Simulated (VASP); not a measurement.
# CsSnI3 (Pm-3m) in VASP: a series of runs

Aim: see how the results for CsSnI3 move with the level of theory and the settings. Levels: revPBE+D4, BLYP+D4, revPBE+D3(BJ). Tasks: single point, relaxation of cell and atoms.

Program: VASP 6.6.1. These are calculated values, not measurements. Logs are shortened: lines on timing, memory, paths and dates and some standing lists are left out, and cuts for length are marked.

### Step 1. The cell of the first run

It takes space group Pm-3m (No. 221, cubic). Conventional cell: a = 6.209 Å, b = 6.209 Å, c = 6.209 Å, α = 90.00°, β = 90.00°, γ = 90.00°. Cs (site symmetry m-3m) has 12 I at 4.39 Å and 8 Sn at 5.38 Å within 5.8 Å. Within 4.1 Å of I (site symmetry 4/mmm) lie 2 Sn at 3.10 Å. Sn (site symmetry m-3m) has 6 I at 3.10 Å within 4.1 Å.

### Step 2. Single point, revPBE+D4

File INCAR:

```
PREC = Accurate
ENCUT = 520
EDIFF = 1E-6
ISMEAR = -1
SIGMA = 0.05
LREAL = False
LASPH = True
NELM = 100
ALGO = Normal
ISIF = 2
LWAVE = False
LCHARG = False
GGA = RE
IVDW = 13
NBANDS = 30
```

File KPOINTS:

```
Automatic mesh
0
Gamma
  5 5 5
```

File POSCAR:

```
CsSnI3
1.0
    6.2086469268      0.0000000000      0.0000000000
    0.0000000000      6.2086469268      0.0000000000
    0.0000000000      0.0000000000      6.2086469268
Cs I Sn
1 3 1
Direct
    0.0000000000      0.0000000000      0.0000000000
    0.5000000000      0.5000000000      0.0000000000
    0.5000000000      0.0000000000      0.5000000000
    0.0000000000      0.5000000000      0.5000000000
    0.5000000000      0.5000000000      0.5000000000
```

Potentials or basis: VASP PAW PBE potentials, release 64 (Cs_sv, I, Sn_d).

Started as:

```
$ cat potpaw_PBE.64/Cs_sv/POTCAR potpaw_PBE.64/I/POTCAR potpaw_PBE.64/Sn_d/POTCAR > POTCAR
$ mpirun -np 1 vasp_std > vasp.out
```

OUTCAR:

```text
PREC = Accurate
   ENCUT = 520
   EDIFF = 1E-6
   ISMEAR = -1
   LREAL = False
   LASPH = True
   NELM = 100
   ISIF = 2
   GGA = RE
   IVDW = 13

 ion  position               nearest neighbor table
   1  0.000  0.000  0.000-
   2  0.500  0.500  0.000-   5 3.10   5 3.10
   3  0.500  0.000  0.500-   5 3.10   5 3.10
   4  0.000  0.500  0.500-   5 3.10   5 3.10
   5  0.500  0.500  0.500-   2 3.10   3 3.10   4 3.10   2 3.10   3 3.10   4 3.10

  LATTYP: Found a simple cubic cell.
 ALAT       =     6.2086469268

  Lattice vectors:

 A1 = (   6.2086469268,   0.0000000000,   0.0000000000)
 A2 = (   0.0000000000,   6.2086469268,   0.0000000000)
 A3 = (   0.0000000000,   0.0000000000,   6.2086469268)

Analysis of symmetry for initial positions (statically):
=====================================================================
 Subroutine PRICEL returns:
 Original cell was already a primitive cell.

 Routine SETGRP: Setting up the symmetry group for a
 simple cubic supercell.

 Subroutine GETGRP returns: Found 48 space group operations
 (whereof 48 operations were pure point group operations)
 out of a pool of 48 trial point group operations.

The static configuration has the point symmetry O_h .

Analysis of symmetry for dynamics (positions and initial velocities):
=====================================================================
 Subroutine PRICEL returns:
 Original cell was already a primitive cell.

 Routine SETGRP: Setting up the symmetry group for a
 simple cubic supercell.

 Subroutine GETGRP returns: Found 48 space group operations
 (whereof 48 operations were pure point group operations)
 out of a pool of 48 trial point group operations.

The dynamic configuration has the point symmetry O_h .

 Subroutine INISYM returns: Found 48 space group operations
 (whereof 48 operations are pure point group operations),
 and found     1 'primitive' translations

----------------------------------------------------------------------------------------

                                     Primitive cell

  volume of cell :     239.3266

  direct lattice vectors                    reciprocal lattice vectors
     6.208646927  0.000000000  0.000000000     0.161065690  0.000000000  0.000000000
     0.000000000  6.208646927  0.000000000     0.000000000  0.161065690  0.000000000
     0.000000000  0.000000000  6.208646927     0.000000000  0.000000000  0.161065690

[... 73 lines left out ...]
   NELM   =    100;   NELMIN=  2; NELMDL= -5     # of ELM steps
   EDIFF  = 0.1E-05   stopping-criterion for ELM
   LREAL  =      F    real-space projection
   EDIFFG = 0.1E-04   stopping-criterion for IOM
   NSW    =      0    number of steps for IOM
   IBRION =     -1    ionic relax: 0-MD 1-quasi-New 2-CG
   NFREE  =      0    steps in history (QN), initial steepest desc. (CG)
   ISIF   =      2    stress and relaxation
   ISYM   =      2    0-nonsym 1-usesym 2-fastsym
   POTIM  = 0.5000    time-step for ionic-motion
   TEBEG  =    0.0;   TEEND  =   0.0 temperature during run
   PSTRESS=    0.0 pullay stress
   NELECT =      44.0000    total number of electrons
   NUPDOWN=      -1.0000    fix difference up-down
   EMIN   =  10.00;   EMAX   =-10.00  energy-range for DOS
   EFERMI =   0.00;   METHOD = LEGACY
   ISMEAR =    -1;   SIGMA  =   0.05  broadening in eV -4-tet -1-fermi 0-gaus
   EFERMI_NEDOS =   21; number of points for ismear=-14 and -15
   IALGO  =     38    algorithm
   IMIX   =      4    mixing-type and parameters
     AMIX     =   0.40;   BMIX     =  1.00
     AMIX_MAG =   1.60;   BMIX_MAG =  1.00
  volume/ion in A,a.u.               =      47.87       323.01
  Fermi-wavevector in a.u.,A,eV,Ry     =   0.930884  1.759115 11.790053  0.866544
  Thomas-Fermi vector in A             =   2.057319
   LORBIT       =      0    0 simple, 1 ext, 2 COOP (PROOUT), +10 PAW based schemes
   GGA     = RE    functional components
   LHFCALC =     F    Hartree Fock is set to
   AEXX    =    0.0000 exact exchange contribution
   IVDW    =    13    specifies the selected vdW correction
   LEPSILON=     F    determine dielectric tensor
   LRPA    =     F    only Hartree local field effects (RPA)
 non-spin polarized calculation
  energy-cutoff  :      520.00
  volume of cell :      239.33
 maximum number of plane-waves:      6471
 NGX is ok and might be reduce to    48
   NGX = 23   NGY = 23   NGZ = 23

 number of electron      43.9999983 magnetization

 Free energy of the ion-electron system (eV)
  ---------------------------------------------------
  ext. energy  EPLUGINS =         0.00000000
  ---------------------------------------------------
  free energy    TOTEN  =       -12.96209323 eV

  energy without entropy =      -12.96209323  energy(sigma->0) =      -12.96209323

 E-fermi :   2.9721     XC(G=0):  -7.3037

 val. band max:        2.1137223072   @ k =   0.4000   0.4000   0.4000
 cond. band min:       3.8667236102   @ k =   0.4000   0.4000   0.4000
 fundamental gap:      1.7530013030
 Fermi energy:         2.9720610963

 k-point     1 :       0.0000    0.0000    0.0000
  band No.  band energies     occupation
      1     -19.3984      2.00000
      2     -19.1560      2.00000
      3     -19.1560      2.00000
      4     -19.1383      2.00000
      5     -19.1383      2.00000
      6     -19.1383      2.00000
[... 319 lines left out ...]
     29       7.2256      0.00000
     30       8.1897      0.00000

------------------------ aborting loop because EDIFF is reached ----------------------------------------

  DFT-D4 for vdW energy calculation

  Edisp (eV):   -1.96109

  FORCE on cell =-STRESS in cart. coord.  units (eV):
  Direction    XX          YY          ZZ          XY          YZ          ZX
  --------------------------------------------------------------------------------------
  -------------------------------------------------------------------------------------
  Total       0.03212     0.03212     0.03212     0.00000     0.00000    -0.00000
  in kB       0.21502     0.21502     0.21502     0.00000     0.00000    -0.00000
  external pressure =        0.22 kB  Pullay stress =        0.00 kB

 VOLUME and BASIS-vectors are now :
 -----------------------------------------------------------------------------
  energy-cutoff  :      520.00
  volume of cell :      239.33
      direct lattice vectors                 reciprocal lattice vectors
     6.208646927  0.000000000  0.000000000     0.161065690  0.000000000  0.000000000
     0.000000000  6.208646927  0.000000000     0.000000000  0.161065690  0.000000000
     0.000000000  0.000000000  6.208646927     0.000000000  0.000000000  0.161065690

 POSITION                                       TOTAL-FORCE (eV/Angst)
 -----------------------------------------------------------------------------------
      0.00000      0.00000      0.00000         0.000000      0.000000      0.000000
      3.10432      3.10432      0.00000         0.000000      0.000000      0.000000
      3.10432      0.00000      3.10432         0.000000      0.000000      0.000000
      0.00000      3.10432      3.10432         0.000000      0.000000      0.000000
      3.10432      3.10432      3.10432         0.000000      0.000000      0.000000
 -----------------------------------------------------------------------------------
    total drift:                                0.000000     -0.000000     -0.000000

  FREE ENERGIE OF THE ION-ELECTRON SYSTEM (eV)
  ---------------------------------------------------
  free  energy   TOTEN  =       -14.9231842956 eV

  energy  without entropy=      -14.9231842873  energy(sigma->0) =      -14.92318429
```

OSZICAR:

```text
N       E                     dE             d eps       ncg     rms          rms(c)
DAV:   1     0.344001922643E+03    0.34400E+03   -0.17950E+04   608   0.133E+03
DAV:   2     0.308728377409E+02   -0.31313E+03   -0.29923E+03   686   0.276E+02
DAV:   3    -0.114070466661E+02   -0.42280E+02   -0.41946E+02   702   0.115E+02
DAV:   4    -0.131359981082E+02   -0.17290E+01   -0.17233E+01   776   0.265E+01
DAV:   5    -0.131885869081E+02   -0.52589E-01   -0.52580E-01   886   0.441E+00    0.447E+00
DAV:   6    -0.129568097178E+02    0.23178E+00   -0.38496E-01   794   0.314E+00    0.299E+00
DAV:   7    -0.129516368141E+02    0.51729E-02   -0.31034E-01   726   0.221E+00    0.107E+00
DAV:   8    -0.129606685926E+02   -0.90318E-02   -0.47705E-02   718   0.143E+00    0.351E-01
DAV:   9    -0.129612172032E+02   -0.54861E-03   -0.30879E-03   746   0.425E-01    0.158E-01
DAV:  10    -0.129618981643E+02   -0.68096E-03   -0.11207E-03   706   0.181E-01    0.524E-02
DAV:  11    -0.129620887527E+02   -0.19059E-03   -0.63719E-04   676   0.161E-01    0.430E-02
DAV:  12    -0.129620953336E+02   -0.65808E-05   -0.43788E-05   766   0.347E-02    0.328E-02
DAV:  13    -0.129620941398E+02    0.11938E-05   -0.50622E-06   692   0.151E-02    0.137E-02
DAV:  14    -0.129620932349E+02    0.90482E-06   -0.61864E-06   718   0.174E-02
   1 F= -.14923184E+02 E0= -.14923184E+02  d E =-.832291E-08
```

stdout:

```text
POSCAR found type information on POSCAR CsI Sn
 POSCAR found :  3 types and       5 ions
 scaLAPACK will be used
 -----------------------------------------------------------------------------
|                                                                             |
|                                                                             |
|     You enforced a specific xc type in the INCAR file but a different       |
|     I HOPE YOU KNOW WHAT YOU ARE DOING!                                     |
|                                                                             |
 -----------------------------------------------------------------------------

 LDA part: xc-table for (Slater+PW92), standard interpolation
 POSCAR, INCAR and KPOINTS ok, starting setup
 FFT: planning ... GRIDC
 FFT: planning ... GRID_SOFT
 FFT: planning ... GRID
 WAVECAR not read
 entering main loop
```

Run time: 31 s. Hardware: 1 thread of Intel Xeon 6975P-C (Granite Rapids), shared host; peak memory 0.35 GiB.

What came out:

* Free energy: -14.9232 eV
* Pressure: 0.0 GPa
* Band gap on the k mesh: 1.75 eV
* Dispersion energy per atom: -0.392 eV

Caveat: the PAW data sets were made with another functional, which shifts forces and pressure a little; spin-orbit coupling is left out, which moves the levels of the heavy elements; an odd mesh through Γ misses points on the zone boundary, where band edges can lie.

### Step 3. Single point, BLYP+D4

This run uses another cell than the first one, of 48.82 Å³/atom.

File INCAR:

```
AGGAC    = 1.0          
AGGAX    = 1.0          
ALDAC    = 0.0          
ALDAX    = 1.0          
ALGO     = Normal         # electronic algorithm
EDIFF    = 1E-7           # SCF threshold, eV
ENCUT    = 520            # plane-wave cutoff, eV
GGA      = B5             # functional
ISIF     = 2              # what is computed and relaxed
ISMEAR   = -1             # smearing method
IVDW     = 13             # dispersion correction
LASPH    = T              # aspherical terms in the spheres
LCHARG   = F              # write CHGCAR
LREAL    = F              # projectors in reciprocal space
LWAVE    = F              # write WAVECAR
NBANDS   = 30             # bands
NELM     = 80             # most SCF steps
PREC     = Accurate       # precision mode
SIGMA    = 0.05           # smearing width, eV
VDW_A1   = 0.44488865   
VDW_A2   = 4.0933009    
VDW_S6   = 1.0          
VDW_S8   = 2.34076671
```

File KPOINTS:

```
k-points
0
Gamma
  5 5 5
```

Edit POSCAR of step 2 so:

```diff
@@ -2,5 +2,5 @@
 1.0
-    6.2086469268      0.0000000000      0.0000000000
-    0.0000000000      6.2086469268      0.0000000000
-    0.0000000000      0.0000000000      6.2086469268
+    6.2496845770      0.0000000000      0.0000000000
+    0.0000000000      6.2496845770      0.0000000000
+    0.0000000000      0.0000000000      6.2496845770
 Cs I Sn
```

Potentials or basis: VASP PAW PBE potentials, release 64 (Cs_sv, I, Sn_d).

Started as:

```
$ cat potpaw_PBE.64/Cs_sv/POTCAR potpaw_PBE.64/I/POTCAR potpaw_PBE.64/Sn_d/POTCAR > POTCAR
$ mpirun -np 1 vasp_std > vasp.out
```

Run time: 72 s. Hardware: 1 thread of Intel Xeon 6975P-C (Granite Rapids), shared host; peak memory 0.35 GiB.

The run converged. Its results:

```yaml
Free_energy: -14.5718 eV
Pressure: 0.0 GPa
Band_gap_on_the_k_mesh: 1.83 eV
Dispersion_energy_per_atom: -0.474 eV
```

Levels at points of the mesh, in eV from the valence-band top:
```
           k point  band 20  band 21  band 22  band 23  band 24  band 25
(0.00, 0.00, 0.00)    -1.18    -1.18    -1.18     3.17     4.12     4.12
```

Caveat: the PAW data sets were made with another functional, which shifts forces and pressure a little; spin-orbit coupling is left out, which moves the levels of the heavy elements; an odd mesh through Γ misses points on the zone boundary, where band edges can lie. Expect the measured gap to be larger: semilocal functionals such as BLYP lack the derivative discontinuity.

### Step 4. Relaxation of cell and atoms, revPBE+D3(BJ)

File INCAR:

```
SYSTEM = CsSnI3
ALGO = Normal ; EDIFF = 1E-6
EDIFFG = -0.01 ; ENCUT = 600
GGA = RE ; IBRION = 2
ISIF = 3 ; ISMEAR = -1
IVDW = 12 ; LASPH = .TRUE.
LCHARG = .FALSE. ; LREAL = .FALSE.
LWAVE = .FALSE. ; NELM = 80
NSW = 60 ; PREC = Accurate
SIGMA = 0.05
```

File KPOINTS:

```
k-points
0
G
  5 5 5
  0 0 0
```

Edit POSCAR of step 3 so:

```diff
@@ -2,5 +2,5 @@
 1.0
-    6.2496845770      0.0000000000      0.0000000000
-    0.0000000000      6.2496845770      0.0000000000
-    0.0000000000      0.0000000000      6.2496845770
+    6.2057000000      0.0000000000      0.0000000000
+    0.0000000000      6.2057000000      0.0000000000
+    0.0000000000      0.0000000000      6.2057000000
 Cs I Sn
```

Potentials or basis: VASP PAW PBE potentials, release 64 (Cs_sv, I, Sn_d).

Started as:

```
$ cat potpaw_PBE.64/Cs_sv/POTCAR potpaw_PBE.64/I/POTCAR potpaw_PBE.64/Sn_d/POTCAR > POTCAR
$ mpirun -np 1 vasp_std > vasp.out
```

OUTCAR:

```text
SYSTEM = CsSnI3
   EDIFF = 1E-6
   EDIFFG = -0.01
   ENCUT = 600
   GGA = RE
   IBRION = 2
   ISIF = 3
   ISMEAR = -1
   IVDW = 12
   LASPH = .TRUE.
   LREAL = .FALSE.
   NELM = 80
   NSW = 60
   PREC = Accurate
 IVDW          = 12

 ion  position               nearest neighbor table
   1  0.000  0.000  0.000-
   2  0.500  0.500  0.000-   5 3.10   5 3.10
[... 536 lines left out ...]
  Direction    XX          YY          ZZ          XY          YZ          ZX
  --------------------------------------------------------------------------------------
  -------------------------------------------------------------------------------------
  Total      -0.04558    -0.04558    -0.04558    -0.00000    -0.00000     0.00000
  in kB      -0.30776    -0.30776    -0.30776    -0.00000    -0.00000     0.00000
  external pressure =       -0.31 kB  Pullay stress =        0.00 kB

 VOLUME and BASIS-vectors are now :
 -----------------------------------------------------------------------------
  energy-cutoff  :      600.00
  volume of cell :      237.27
      direct lattice vectors                 reciprocal lattice vectors
     6.190839550 -0.000000000  0.000000000     0.161528980 -0.000000000 -0.000000000
     0.000000000  6.190839550 -0.000000000     0.000000000  0.161528980  0.000000000
     0.000000000 -0.000000000  6.190839550    -0.000000000  0.000000000  0.161528980

 POSITION                                       TOTAL-FORCE (eV/Angst)
 -----------------------------------------------------------------------------------
      0.00000      0.00000      0.00000         0.000000      0.000000      0.000000
      3.09542      3.09542      0.00000         0.000000     -0.000000      0.000000
      3.09542     -0.00000      3.09542         0.000000      0.000000      0.000000
      0.00000      3.09542      3.09542        -0.000000      0.000000      0.000000
      3.09542      3.09542      3.09542        -0.000000     -0.000000      0.000000
 -----------------------------------------------------------------------------------
    total drift:                                0.000000     -0.000000      0.000000

  FREE ENERGIE OF THE ION-ELECTRON SYSTEM (eV)
  ---------------------------------------------------
  free  energy   TOTEN  =       -15.2622032923 eV

  energy  without entropy=      -15.2622032832  energy(sigma->0) =      -15.26220329

 reached required accuracy - stopping structural energy minimisation
```

CONTCAR:

```text
CsSnI3
   1.00000000000000
     6.1908395497462996   -0.0000000000000000    0.0000000000000000
     0.0000000000000000    6.1908395497462996   -0.0000000000000000
     0.0000000000000000   -0.0000000000000000    6.1908395497462996
  Cs              I               Sn
     1     3     1
Direct
     0.0000000000000000    0.0000000000000000    0.0000000000000000
     0.5000000000000000    0.5000000000000000    0.0000000000000000
     0.5000000000000000    0.0000000000000000    0.5000000000000000
     0.0000000000000000    0.5000000000000000    0.5000000000000000
     0.5000000000000000    0.5000000000000000    0.5000000000000000

  0.00000000E+00  0.00000000E+00  0.00000000E+00
  0.00000000E+00  0.00000000E+00  0.00000000E+00
  0.00000000E+00  0.00000000E+00  0.00000000E+00
  0.00000000E+00  0.00000000E+00  0.00000000E+00
  0.00000000E+00  0.00000000E+00  0.00000000E+00
```

It took 62 s on 1 thread of Intel Xeon 6975P-C (Granite Rapids), shared host; peak memory 0.41 GiB.

What came out:

```
Free energy                           : -15.2622 eV
Relaxed volume                        : 47.45 Å³/atom
Relaxed cell                          : a = 6.191 Å, b = 6.191 Å, c = 6.191 Å, α = 90.00°, β = 90.00°, γ = 90.00°
Space group after relaxing (to 0.1 Å) : Pm-3m (No. 221)
Energy gained by relaxing             : 0.2 meV/atom
Ionic steps                           : 2
Pressure after relaxing               : 0.0 GPa
Band gap on the k mesh                : 1.74 eV
Dispersion energy per atom            : -0.464 eV
```

The path:
```csv
step,energy change (eV),largest force (eV/Å),pressure (GPa),volume (Å³)
1,0.0000,0.0000,-0.17,238.99
2,-0.0010,0.0000,-0.03,237.27
```

Final structure:
```
CELL_PARAMETERS angstrom
6.19084 0.00000 0.00000
0.00000 6.19084 0.00000
0.00000 0.00000 6.19084
ATOMIC_POSITIONS crystal
Cs 0.00000 0.00000 0.00000
I 0.50000 0.50000 0.00000
I 0.50000 0.00000 0.50000
I 0.00000 0.50000 0.50000
Sn 0.50000 0.50000 0.50000
```

Caveat: the PAW data sets were made with another functional, which shifts forces and pressure a little; spin-orbit coupling is left out, which moves the levels of the heavy elements; an odd mesh through Γ misses points on the zone boundary, where band edges can lie. Expect the measured gap to be larger: semilocal functionals such as revPBE lack the derivative discontinuity.

### Step 5. The runs side by side

```tsv
task	level	cell	cutoff (eV)	gap on the mesh (eV)	pressure (GPa)
single point	revPBE+D4	a = 6.209 Å, 5 atoms	520	1.75	0.0
single point	BLYP+D4	a = 6.250 Å, 5 atoms	520	1.83	0.0
relaxation of cell and atoms	revPBE+D3(BJ)	relaxed from a = 6.206 Å, 5 atoms	600	1.74	0.0
```

Alike in all rows: potentials or basis VASP PAW PBE potentials, release 64 (Cs_sv, I, Sn_d); no spin polarisation; k mesh 5 × 5 × 5; smearing fermi-dirac 0.05 eV.

Caveats: the PAW data sets were made with another functional, which shifts forces and pressure a little; spin-orbit coupling is left out, which moves the levels of the heavy elements; an odd mesh through Γ misses points on the zone boundary, where band edges can lie.

Absolute energies hang on the potentials; compare differences alone.
